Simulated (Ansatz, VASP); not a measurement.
One calculation of ZrB2, two programs

```xyz
3
Lattice="3.1952 0.0000 0.0000 -1.5976 2.7671 0.0000 0.0000 0.0000 3.3145" Properties=species:S:1:pos:R:3 pbc="T T T"
Zr    0.0000    0.0000    0.0000
B     0.0000    1.8447    1.6572
B     1.5976    0.9224    1.6572
```

Alike in both runs: task single point; functional LDA; k mesh 15 × 15 × 12; occupations gaussian, width 0.15 eV; no spin polarisation.

|  | VASP | Ansatz |
| --- | --- | --- |
| version | VASP 6.6.1 | Ansatz 0.2.0 |
| potentials or method | VASP PAW LDA potentials, release 64 (Zr_sv, B), cutoff 520 eV | scalar-relativistic, plane waves, PAW |
| valence electrons in the cell | 18 | 18 |

```tsv
	VASP	Ansatz	Ansatz less VASP
gap on the k mesh at the Fermi level (eV)	none	none	-
pressure (GPa)	3.3	2.7	-0.57
traceless stress, the component that is largest in VASP (GPa)	16.46	16.43	-0.033
```

LDA's correlation is that of Perdew and Zunger in VASP and of Perdew and Wang (1992) in Ansatz. A gap of «none» marks a metal or a gap that the smearing closes.
